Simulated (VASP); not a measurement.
Runs of VASP 6.6.1 on TiN (qlda). The structure is that of space group Fm-3m (No. 225), or close to it. The cells are those of the table. 

```csv
task,potentials or basis,cell,k mesh,cutoff (eV),smearing,second run,gap on the mesh (eV),pressure (GPa),relaxed volume (Å³/atom)
single point,"VASP PAW LDA potentials, release 64 (Ti_sv, N_h)","a = 2.950 Å, angles 60.0°, 2 atoms",8 × 8 × 8,910,gaussian 0.1 eV,hard_potentials,none,0.8,-
single point,"VASP PAW LDA potentials, release 64 (Ti_sv, N_h)","a = 2.951 Å, angles 60.0°, 2 atoms",16 × 16 × 16,910,fermi-dirac 0.15 eV,hard_potentials,none,0.8,-
single point,"VASP PAW LDA potentials, release 64 (Ti_sv, N)","a = 2.950 Å, angles 60.0°, 2 atoms",8 × 8 × 8,520,gaussian 0.1 eV,-,none,1.1,-
single point,"VASP PAW LDA potentials, release 64 (Ti_sv, N)","a = 2.950 Å, angles 60.0°, 2 atoms",14 × 14 × 14,520,gaussian 0.1 eV,-,none,1.0,-
single point,"VASP PAW LDA potentials, release 64 (Ti_sv, N_h)","a = 2.950 Å, angles 60.0°, 2 atoms",14 × 14 × 14,910,gaussian 0.1 eV,hard_potentials,none,0.8,-
relaxation of cell and atoms,"VASP PAW LDA potentials, release 64 (Ti_sv, N)","relaxed from a = 2.950 Å, angles 60.0°, 2 atoms",14 × 14 × 14,600,gaussian 0.1 eV,-,none,0.0,(a)
single point,"VASP PAW LDA potentials, release 64 (Ti_sv, N)","a = 2.999 Å, angles 60.0°, 2 atoms",8 × 8 × 8,520,gaussian 0.1 eV,-,none,-13.1,-
relaxation of cell and atoms,"VASP PAW LDA potentials, release 64 (Ti_sv, N)","relaxed from a = 2.999 Å, angles 60.0°, 2 atoms",8 × 8 × 8,600,gaussian 0.1 eV,-,none,-0.3,9.12
single point,"VASP PAW LDA potentials, release 64 (Ti_sv, N)","a = 2.951 Å, angles 60.0°, 2 atoms",16 × 16 × 16,520,fermi-dirac 0.15 eV,-,none,1.0,-
relaxation of cell and atoms,"VASP PAW LDA potentials, release 64 (Ti_sv, N)","relaxed from a = 2.950 Å, angles 60.0°, 2 atoms",16 × 16 × 16,600,fermi-dirac 0.15 eV,-,none,0.0,(b)
```

Alike in all rows: level LDA; no spin polarisation.

Problem. Estimate the missing entries.

Solution. (a) 9.10; (b) 9.11.

Caveats: the cutoff is under 1.25 times the usual one of these potentials, so pressure, stress and relaxed cells hold a basis-set (Pulay) error (some runs).

A gap of «none» marks levels without a gap at the run's occupations.
